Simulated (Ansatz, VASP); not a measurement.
# GaN in VASP and in Ansatz

INCAR

```
SYSTEM = GaN
  ALGO = Normal
  EDIFF = 1E-6
  ENCUT = 520
  GGA = PE
  ISIF = 2
  ISMEAR = 0
  LASPH = .True.
  LCHARG = .False.
  LREAL = .False.
  LWAVE = .False.
  NBANDS = 26
  NELM = 100
  PREC = Accurate
  SIGMA = 0.02
```

File KPOINTS:

```
k-points
0
Gamma
  6 6 4
  0 0 0
```

Contents of POSCAR:

```
GaN
1.0
    3.2184289228      0.0000000000      0.0000000000
   -1.6092144614      2.7872412075      0.0000000000
    0.0000000000      0.0000000000      5.2430304722
Ga N
2 2
Direct
    0.3333333333      0.6666666667     -0.0008683125
    0.6666666667      0.3333333333      0.4991316875
    0.3333333333      0.6666666667      0.3758683125
    0.6666666667      0.3333333333      0.8758683125
```

Input for Ansatz:

```yaml
crystal:
  lattice:
    - [3.2184289228, 0.0, 0.0]
    - [-1.6092144614, 2.7872412075, 0.0]
    - [0.0, 0.0, 5.2430304722]
  atoms:
    - { symbol: Ga, position: [0.3333333333, 0.6666666667, -0.0008683125] }
    - { symbol: Ga, position: [0.6666666667, 0.3333333333, 0.4991316875] }
    - { symbol: "N", position: [0.3333333333, 0.6666666667, 0.3758683125] }
    - { symbol: "N", position: [0.6666666667, 0.3333333333, 0.8758683125] }
basis:
  ecutwfc: 420
kpoints:
  mp_grid: { grid: [6, 6, 4] }
  band_path:
    path:
      - [0.0, 0.0, 0.0]
      - [0.5, 0.0, 0.0]
      - [0.3333333333, 0.3333333333, 0.0]
      - [0.0, 0.0, 0.5]
      - [0.5, 0.0, 0.5]
      - [0.3333333333, 0.3333333333, 0.5]
    npoints: 1
hamiltonian:
  xc: pbe
scf:
  occupations: { method: gaussian, width: 0.02 }
  n_extra_bands: 5
output:
  forces: true
  stress: true
  eigenvalues: true
```

Alike in both runs: task single point; functional PBE; k mesh 6 × 6 × 4; occupations gaussian, width 0.02 eV; no spin polarisation.

```csv
,VASP,Ansatz
version,VASP 6.6.1,Ansatz 0.2.0
potentials or method,"VASP PAW PBE potentials, release 64 (Ga_d, N), cutoff 520 eV","scalar-relativistic, plane waves, PAW"
valence electrons in the cell,36,36
```

Ansatz gave:

- gap on the k mesh at the Fermi level (eV): 1.71
- least direct gap on the mesh (eV): 1.71
- pressure (GPa): 0.0

Which values does VASP return?

gap on the k mesh at the Fermi level (eV): 1.71; least direct gap on the mesh (eV): 1.71; pressure (GPa): 0.1.
